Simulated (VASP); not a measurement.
Runs of VASP 6.6.1 on Rh. Symmetry: Fm-3m, No. 225, cubic system. The conventional cell has a = 3.802 Å, b = 3.802 Å, c = 3.802 Å, α = 90.00°, β = 90.00°, γ = 90.00°. Within 3.5 Å of Rh (site symmetry m-3m) lie 12 Rh at 2.69 Å. 

```tsv
k mesh	smearing	gap on the mesh (eV)	pressure (GPa)
4 × 4 × 4	fermi-dirac 0.1 eV	none	(b)
14 × 14 × 14	fermi-dirac 0.03 eV	none	-0.3
5 × 5 × 5	fermi-dirac 0.1 eV	none	2.9
14 × 14 × 14	fermi-dirac 0.2 eV	none	1.4
9 × 9 × 9	fermi-dirac 0.1 eV	none	0.2
7 × 7 × 7	fermi-dirac 0.1 eV	none	(c)
14 × 14 × 14	fermi-dirac 0.3 eV	none	3.3
14 × 14 × 14	methfessel-paxton 0.6 eV	none	-0.2
11 × 11 × 11	fermi-dirac 0.1 eV	none	(a)
```

Alike in all rows: task single point; level r2SCAN; potentials or basis VASP PAW PBE potentials, release 64 (Rh_sv_GW); no spin polarisation; cell as given; cutoff (eV) 680.

Estimate the missing entries.

(a) 0.3; (b) -7.7; (c) -1.1.

Caveats: some runs use coarse meshes; the PAW data sets were made with another functional, which shifts forces and pressure a little; so wide a smearing shifts energies and pressures (at least some runs); the cell stands under pressure (at least some runs).

A k mesh can miss the band edges, and the runs leave out spin-orbit coupling on Rh.

A gap of «none» marks levels without a gap at the run's occupations.
